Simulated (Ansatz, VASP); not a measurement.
# AgCl in VASP and in Ansatz

```
Ag Cl
1.0
     0.00000    2.73500    2.73500
     2.73500    0.00000    2.73500
     2.73500    2.73500    0.00000
Ag Cl
1 1
Cartesian
  0.0000 0.0000 -0.5743
  2.7350 2.7350 3.3093
```

Alike in both runs: task single point; functional LDA; k mesh 7 × 7 × 7; occupations fermi-dirac, width 0.03 eV; no spin polarisation.

```csv
,VASP,Ansatz
version,VASP 6.6.1,Ansatz 0.2.0
potentials or method,"VASP PAW LDA potentials, release 64 (Ag, Cl)","PAW with other files of Ansatz's library (level accurate), scalar-relativistic"
plane-wave cutoff (eV),520,900
valence electrons in the cell,18,26
```

Ansatz gave:

| Quantity | Value |
| --- | --- |
| gap on the k mesh at the Fermi level (eV) | 1.81 |
| pressure (GPa) | 85.3 |
| traceless stress, the component that is largest in VASP (GPa) | 173.68 |
| rms of the force components (eV/Å) | 23.898 |

Q: Which values does VASP return?

A: gap on the k mesh at the Fermi level (eV): 1.83; pressure (GPa): 87.3; traceless stress, the component that is largest in VASP (GPa): 177.46; rms of the force components (eV/Å): 24.429.

LDA's correlation is that of Perdew and Zunger in VASP and of Perdew and Wang (1992) in Ansatz. Atom by atom the forces differ by 0.531 eV/Å (rms over components). Both programs put the cell under a high pressure, so it lies far from rest at this level. VASP's potentials hold 18 valence electrons a cell and Ansatz's 26, so a difference there can come from the potentials and not from the codes.

Noted on VASP's run: the cell as given lies far from equilibrium.
